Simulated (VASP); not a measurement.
## GeP5: single point with PBE

The system is GeP5.

```
Ge P
1.0
     0.00000    3.70664    3.70664
     3.70664    0.00000    3.70664
     3.70664    3.70664    0.00000
Ge P
1 5
Cartesian
  0.0000 0.0000 0.0000
  1.8533 1.8533 1.8533
  4.5323 4.5323 4.5323
  4.5323 2.8810 2.8810
  2.8810 2.8810 4.5323
  2.8810 4.5323 2.8810
```

The cell was generated, and may not be a known phase.

```yaml
Program: VASP 6.6.1
Task: single point
Functional: PBE
Potentials_or_basis: VASP PAW PBE potentials, release 64 (Ge_d, P)
Cutoff: 520 eV
k_mesh: 10 × 10 × 10
Occupations: gaussian, width 0.1 eV
Spin: no spin polarisation
```

```yaml
Pressure: -0.2 GPa
Largest_force: 0.081 eV/Å
Band_gap_on_the_k_mesh: zero (an odd number of electrons rules out a gap without spin polarisation)
```

Forces on the atoms (eV/Å):
```
Ge   0.000  0.000  0.000
P    0.000  0.000  0.000
P   -0.047 -0.047 -0.047
P   -0.047  0.047  0.047
P    0.047  0.047 -0.047
P    0.047 -0.047  0.047
```

Levels at points of the mesh, in eV from the Fermi level:
```csv
k point,band 17,band 18,band 19,band 20,band 21,band 22,band 23,band 24
"(0.00, 0.00, 0.00)",-3.50,-2.30,-2.30,-2.30,2.62,2.62,2.62,4.14
"(0.50, 0.00, 0.00)",-2.55,-1.52,-1.52,-0.08,1.28,1.77,1.77,2.83
"(0.50, 0.50, 0.00)",-1.73,-1.73,-1.29,-0.17,0.19,0.51,1.12,1.12
```

Run time: 3.6 min on 1 thread of Intel Xeon 8259CL, with other jobs on the host, peak memory 0.3 GiB.

Caveat: an odd number of electrons without spin polarisation forces a metal; a magnetic or distorted state may lie lower.
